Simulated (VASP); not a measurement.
# Si2Mo (C2/m) in VASP: single point with PBEsol

Aim: the single point of Si2Mo with PBEsol.

All numbers are computed with VASP 6.6.1; they aren't measurements. Logs are shortened: lines on timing, memory, paths and dates and some standing lists are left out, and cuts for length are marked.

## (1) The cell of the first run

It takes space group C2/m (No. 12, monoclinic). The conventional cell has a = 4.571 Å, b = 4.480 Å, c = 4.491 Å, α = 90.00°, β = 118.97°, γ = 90.00°. Si (site symmetry m) has 9 Si at 2.59 to 3.20 Å and 5 Mo at 2.60 to 2.67 Å within 3.4 Å. Within 3.4 Å of Mo (site symmetry 2/m) lie 10 Si at 2.60 to 2.67 Å and 4 Mo at 3.20 Å.

## (2) Single point, PBEsol (equal xy, yz and zx shear strains of +2 %)

Input file INCAR:

```
PREC = Accurate
ENCUT = 520
EDIFF = 1E-6
ISMEAR = -1
SIGMA = 0.08
LREAL = F
LASPH = T
NELM = 80
ALGO = Normal
ISIF = 2
LWAVE = F
LCHARG = F
GGA = PS
NBANDS = 18
```

Input file KPOINTS:

```
Automatic mesh
0
Gamma
  16 16 16
```

Input file POSCAR:

```
Si2Mo
1.0
   -1.5446950000      1.6233050000      3.9305000000
    1.6233050000     -1.5446950000      3.9305000000
    1.5766950000      1.5766950000     -3.8985000000
Si Mo
2 1
Direct
    0.3330000000      0.3330000000      0.0000000000
    0.6670000000      0.6670000000      0.0000000000
    0.0000000000      0.0000000000      0.0000000000
```

Potentials or basis: VASP PAW PBE potentials, release 64 (Si, Mo_sv).

Launch:

```sh
> cat potpaw_PBE.64/Si/POTCAR potpaw_PBE.64/Mo_sv/POTCAR > POTCAR
> mpirun -np 1 vasp_std > vasp.out
```

OUTCAR:

```text
PREC = Accurate
   ENCUT = 520
   EDIFF = 1E-6
   ISMEAR = -1
   LREAL = F
   LASPH = T
   NELM = 80
   ISIF = 2
   GGA = PS

 ion  position               nearest neighbor table
   1  0.333  0.333  0.000-   2 2.59   2 2.59   3 2.60   3 2.60   2 2.60   3 2.60   3 2.62   2 2.63
                             2 2.66   3 2.67
   2  0.667  0.667  0.000-   1 2.59   1 2.59   3 2.60   3 2.60   1 2.60   3 2.60   3 2.62   1 2.63
                             1 2.66   3 2.67
   3  0.000  0.000  0.000-   2 2.60   2 2.60   1 2.60   1 2.60   1 2.60   2 2.60   2 2.62   1 2.62
                             2 2.67   1 2.67

  Warning from LATTYP: Got some problem with cell dimensions!
  Tried to take original basis but could not verify dimensions!
  LATTYP: Found a base centered monoclinic cell.
 ALAT       =     4.5711862793
 B/A-ratio  =     0.9801019455
 C/A-ratio  =     0.9824864640
 COS(beta)  =    -0.4842842812

  Lattice vectors:

 A1 = (  -0.0320000000,  -3.2000000000,  -0.0320000000)
 A2 = (  -3.2000000000,  -0.0320000000,  -0.0320000000)
 A3 = (   1.5766950000,   1.5766950000,  -3.8985000000)

Analysis of symmetry for initial positions (statically):
=====================================================================
 Subroutine PRICEL returns:
 Original cell was already a primitive cell.

 Routine SETGRP: Setting up the symmetry group for a
 base centered monoclinic supercell.

 Subroutine GETGRP returns: Found  4 space group operations
 (whereof  4 operations were pure point group operations)
 out of a pool of  4 trial point group operations.

The static configuration has the point symmetry C_2h.

Analysis of symmetry for dynamics (positions and initial velocities):
=====================================================================
 Subroutine PRICEL returns:
 Original cell was already a primitive cell.

 Routine SETGRP: Setting up the symmetry group for a
 base centered monoclinic supercell.

 Subroutine GETGRP returns: Found  4 space group operations
 (whereof  4 operations were pure point group operations)
 out of a pool of  4 trial point group operations.

The dynamic configuration has the point symmetry C_2h.

 Subroutine INISYM returns: Found  4 space group operations
 (whereof  4 operations are pure point group operations),
 and found     1 'primitive' translations

----------------------------------------------------------------------------------------

                                     Primitive cell

  volume of cell :      40.2363

  direct lattice vectors                    reciprocal lattice vectors
    -1.544695000  1.623305000  3.930500000    -0.004354429  0.311302136  0.124140802
     1.623305000 -1.544695000  3.930500000     0.311302136 -0.004354429  0.124140802
     1.576695000  1.576695000 -3.898500000     0.309467221  0.309467221 -0.006189344

  length of vectors
     4.524381949  4.524381949  4.491128644     0.335169986  0.335169986  0.437696504

  position of ions in fractional coordinates (direct lattice)
     0.333000000  0.333000000  1.000000000
     0.667000000  0.667000000  1.000000000
     0.000000000  0.000000000  0.000000000

  ion indices of the primitive-cell ions
   primitive index   ion index
                 1           1
                 2           2
                 3           3

----------------------------------------------------------------------------------------

 KPOINTS: Automatic mesh

Automatic generation of k-mesh.
 Grid dimensions read from file:
 generate k-points for:   16   16   16

 Generating k-lattice:

  Cartesian coordinates                     Fractional coordinates (reciprocal lattice)
    -0.000272152  0.019456384  0.007758800     0.062500000  0.000000000  0.000000000
     0.019456384 -0.000272152  0.007758800     0.000000000  0.062500000  0.000000000
     0.019341701  0.019341701 -0.000386834    -0.000000000 -0.000000000  0.062500000

  Length of vectors
     0.020948124  0.020948124  0.027356032

  Shift w.r.t. Gamma in fractional coordinates (k-lattice)
     0.000000000  0.000000000  0.000000000

 Subroutine IBZKPT returns following result:
 ===========================================

 Found   1098 irreducible k-points:

 Following reciprocal coordinates:
            Coordinates               Weight
  0.000000  0.000000  0.000000      1.000000
  0.062500  0.000000  0.000000      4.000000
  0.125000  0.000000  0.000000      4.000000
  0.187500  0.000000  0.000000      4.000000
  0.250000  0.000000  0.000000      4.000000
  0.312500  0.000000  0.000000      4.000000
[... 16 lines left out ...]
 -0.125000  0.062500 -0.000000      4.000000
 -0.062500  0.062500  0.000000      2.000000
 [... further k-points ...]
   k-points           NKPTS =   1098   k-points in BZ     NKDIM =   1098   number of bands    NBANDS=     18
   number of dos      NEDOS =    301   number of ions     NIONS =      3
   total plane-waves  NPLWV =  46656
   dimension x,y,z NGX =    36 NGY =   36 NGZ =   36
   dimension x,y,z NGXF=    72 NGYF=   72 NGZF=   72
   ions per type =               2   1
   NGX,Y,Z   is equivalent  to a cutoff of  13.23, 13.23, 13.33 a.u.
   NGXF,Y,Z  is equivalent  to a cutoff of  26.46, 26.46, 26.65 a.u.
 SYSTEM =  unknown system
   PREC   = accura    normal or accurate (medium, high low for compatibility)
   ISTART =      0    job   : 0-new  1-cont  2-samecut
   ICHARG =      2    charge: 1-file 2-atom 10-const
   ISPIN  =      1    spin polarized calculation?
   LNONCOLLINEAR =      F non collinear calculations
   LSORBIT =      F    spin-orbit coupling
   LASPH  =      T    aspherical Exc in radial PAW
   ENCUT  =  520.0 eV  38.22 Ry    6.18 a.u.   8.41  8.41  8.35*2*pi/ulx,y,z
   NELM   =     80;   NELMIN=  2; NELMDL= -5     # of ELM steps
   EDIFF  = 0.1E-05   stopping-criterion for ELM
   LREAL  =      F    real-space projection
   EDIFFG = 0.1E-04   stopping-criterion for IOM
   NSW    =      0    number of steps for IOM
   IBRION =     -1    ionic relax: 0-MD 1-quasi-New 2-CG
   NFREE  =      0    steps in history (QN), initial steepest desc. (CG)
   ISIF   =      2    stress and relaxation
   ISYM   =      2    0-nonsym 1-usesym 2-fastsym
   POTIM  = 0.5000    time-step for ionic-motion
   TEBEG  =    0.0;   TEEND  =   0.0 temperature during run
   PSTRESS=    0.0 pullay stress
   NELECT =      22.0000    total number of electrons
   NUPDOWN=      -1.0000    fix difference up-down
   EMIN   =  10.00;   EMAX   =-10.00  energy-range for DOS
   EFERMI =   0.00;   METHOD = LEGACY
   ISMEAR =    -1;   SIGMA  =   0.08  broadening in eV -4-tet -1-fermi 0-gaus
   EFERMI_NEDOS =   21; number of points for ismear=-14 and -15
   IALGO  =     38    algorithm
   IMIX   =      4    mixing-type and parameters
     AMIX     =   0.40;   BMIX     =  1.00
     AMIX_MAG =   1.60;   BMIX_MAG =  1.00
  volume/ion in A,a.u.               =      13.41        90.51
  Fermi-wavevector in a.u.,A,eV,Ry     =   1.338678  2.529736 24.382458  1.792060
  Thomas-Fermi vector in A             =   2.467130
   LORBIT       =      0    0 simple, 1 ext, 2 COOP (PROOUT), +10 PAW based schemes
   GGA     = PS    functional components
   LHFCALC =     F    Hartree Fock is set to
   AEXX    =    0.0000 exact exchange contribution
   IVDW    =     0    specifies the selected vdW correction
   LEPSILON=     F    determine dielectric tensor
   LRPA    =     F    only Hartree local field effects (RPA)
 non-spin polarized calculation
  energy-cutoff  :      520.00
  volume of cell :       40.24
 maximum number of plane-waves:      1101
 NGX is ok and might be reduce to    36
   NGX = 17   NGY = 17   NGZ = 17

 number of electron      22.0000000 magnetization

 Free energy of the ion-electron system (eV)
  ---------------------------------------------------
  ext. energy  EPLUGINS =         0.00000000
  ---------------------------------------------------
  free energy    TOTEN  =       -25.04508871 eV

  energy without entropy =      -25.03867730  energy(sigma->0) =      -25.04188300

 E-fermi :  12.1753     XC(G=0): -12.5116

 val. band max:       12.1698766525   @ k =  -0.4375   0.3750   0.4375
 cond. band min:      12.1779711303   @ k =  -0.3125   0.3750   0.4375
 fundamental gap:      0.0080944778
 Fermi energy:        12.1752515382

 k-point     1 :       0.0000    0.0000    0.0000
  band No.  band energies     occupation
      1     -48.4474      2.00000
      2     -22.6434      2.00000
      3     -22.5448      2.00000
      4     -22.5397      2.00000
      5      -1.2687      2.00000
      6       5.8362      2.00000
[... 10 lines left out ...]
     17      17.2166      0.00000
     18      17.2452      0.00000

 k-point     2 :       0.0625    0.0000    0.0000
  band No.  band energies     occupation
      1     -48.4467      2.00000
      2     -22.6427      2.00000
      3     -22.5528      2.00000
      4     -22.5408      2.00000
      5      -1.1986      2.00000
      6       5.8462      2.00000
[... 10 lines left out ...]
     17      17.2760      0.00000
     18      17.6736      0.00000

 k-point     3 :       0.1250    0.0000    0.0000
  band No.  band energies     occupation
      1     -48.4447      2.00000
      2     -22.6407      2.00000
      3     -22.5806      2.00000
      4     -22.5386      2.00000
      5      -0.9903      2.00000
      6       5.8566      2.00000
[... 10 lines left out ...]
     17      17.5593      0.00000
     18      18.6341      0.00000

 k-point     4 :       0.1875    0.0000    0.0000
  band No.  band energies     occupation
      1     -48.4417      2.00000
      2     -22.6392      2.00000
      3     -22.6211      2.00000
      4     -22.5347      2.00000
      5      -0.6495      2.00000
      6       5.7894      2.00000
[... 10 lines left out ...]
     17      18.2438      0.00000
     18      19.8334      0.00000

 k-point     5 :       0.2500    0.0000    0.0000
  band No.  band energies     occupation
      1     -48.4381      2.00000
      2     -22.6741      2.00000
      3     -22.6317      2.00000
      4     -22.5301      2.00000
      5      -0.1860      2.00000
      6       5.4911      2.00000
[... 10 lines left out ...]
     17      18.9851      0.00000
     18      21.0274      0.00000

 k-point     6 :       0.3125    0.0000    0.0000
  band No.  band energies     occupation
      1     -48.4345      2.00000
      2     -22.7228      2.00000
      3     -22.6282      2.00000
      4     -22.5254      2.00000
      5       0.3878      2.00000
      6       4.9187      2.00000
[... 10 lines left out ...]
     17      19.2177      0.00000
     18      21.1715      0.00000

 k-point     7 :       0.3750    0.0000    0.0000
  band No.  band energies     occupation
      1     -48.4315      2.00000
      2     -22.7640      2.00000
      3     -22.6249      2.00000
      4     -22.5215      2.00000
      5       1.0557      2.00000
      6       4.1927      2.00000
[... 10 lines left out ...]
     17      18.9625      0.00000
     18      20.5246      0.00000

 k-point     8 :       0.4375    0.0000    0.0000
  band No.  band energies     occupation
      1     -48.4295      2.00000
      2     -22.7914      2.00000
      3     -22.6227      2.00000
      4     -22.5189      2.00000
      5       1.7978      2.00000
      6       3.4000      2.00000
[... 10 lines left out ...]
     17      18.7288      0.00000
     18      19.5472      0.00000
[... 229 lines left out ...]
     17      19.3589      0.00000
     18      20.6883      0.00000

 k-point    20 :      -0.3125    0.0625   -0.0000
  band No.  band energies     occupation
      1     -48.4339      2.00000
      2     -22.7215      2.00000
      3     -22.6264      2.00000
      4     -22.5351      2.00000
      5       0.3831      2.00000
      6       5.0699      2.00000
[... 10 lines left out ...]
     17      19.2284      0.00000
     18      20.3145      0.00000

 k-point    21 :      -0.2500    0.0625   -0.0000
  band No.  band energies     occupation
      1     -48.4374      2.00000
      2     -22.6729      2.00000
      3     -22.6300      2.00000
      4     -22.5399      2.00000
      5      -0.1783      2.00000
      6       5.7282      2.00000
[... 10 lines left out ...]
     17      18.6498      0.00000
     18      20.6823      0.00000

 k-point    22 :      -0.1875    0.0625   -0.0000
  band No.  band energies     occupation
      1     -48.4410      2.00000
      2     -22.6371      2.00000
      3     -22.6205      2.00000
      4     -22.5445      2.00000
      5      -0.6274      2.00000
      6       6.0646      2.00000
[... 10 lines left out ...]
     17      18.0190      0.00000
     18      19.9197      0.00000

 k-point    23 :      -0.1250    0.0625   -0.0000
  band No.  band energies     occupation
      1     -48.4440      2.00000
      2     -22.6391      2.00000
      3     -22.5801      2.00000
      4     -22.5483      2.00000
      5      -0.9523      2.00000
      6       6.0554      2.00000
[... 10 lines left out ...]
     17      17.6923      0.00000
     18      18.6993      0.00000

 k-point    24 :      -0.0625    0.0625    0.0000
  band No.  band energies     occupation
      1     -48.4460      2.00000
      2     -22.6415      2.00000
      3     -22.5545      2.00000
      4     -22.5482      2.00000
      5      -1.1445      2.00000
      6       5.9499      2.00000
[... 10 lines left out ...]
     17      17.4972      0.00000
     18      17.8365      0.00000

 [... further k-points ...]

------------------------ aborting loop because EDIFF is reached ----------------------------------------

  FORCE on cell =-STRESS in cart. coord.  units (eV):
  Direction    XX          YY          ZZ          XY          YZ          ZX
  --------------------------------------------------------------------------------------
  -------------------------------------------------------------------------------------
  Total       -0.4094248     -0.4094248     -0.7354568     -0.9265241     -0.9675787     -0.9675788
  in kB      -16.3029595    -16.3029595    -29.2852817    -36.8934267    -38.5281881    -38.5281887
  external PRESSURE =     -20.6304002 kB  Pullay stress =       0.0000000 kB

 VOLUME and BASIS-vectors are now :
 -----------------------------------------------------------------------------
  energy-cutoff  :      520.00
  volume of cell :       40.24
      direct lattice vectors                 reciprocal lattice vectors
    -1.544695000  1.623305000  3.930500000    -0.004354429  0.311302136  0.124140802
     1.623305000 -1.544695000  3.930500000     0.311302136 -0.004354429  0.124140802
     1.576695000  1.576695000 -3.898500000     0.309467221  0.309467221 -0.006189344

 POSITION                                       TOTAL-FORCE (eV/Angst)
 -----------------------------------------------------------------------------------
      0.02618      0.02618      2.61771         0.009133      0.009133      0.315444
      0.05243      0.05243      5.24329        -0.009133     -0.009133     -0.315444
      0.00000      0.00000      0.00000         0.000000     -0.000000      0.000000
 -----------------------------------------------------------------------------------
    total drift:                                0.000000      0.000000     -0.000000

  FREE ENERGIE OF THE ION-ELECTRON SYSTEM (eV)
  ---------------------------------------------------
  free  energy   TOTEN  =       -25.0450887074 eV

  energy  without entropy=      -25.0386773011  energy(sigma->0) =      -25.04188300
```

It took 12 min on 1 thread of Intel Xeon Platinum 8488C (Sapphire Rapids), shared host; peak memory 0.8 GiB.

What came out:

- Free energy: -25.0451 eV
- Pressure: -2.1 GPa
- Largest force: 0.316 eV/Å
- Band gap on the k mesh: zero (bands 11 and 12 overlap by 1.01 eV)

Forces on the atoms (eV/Å):
```
Si   0.009  0.009  0.315
Si  -0.009 -0.009 -0.315
Mo   0.000  0.000  0.000
```

Caveat: the cell differs from its parent crystal (equal xy, yz and zx shear strains of +2 %); the PAW data sets were made with another functional, which shifts forces and pressure a little.
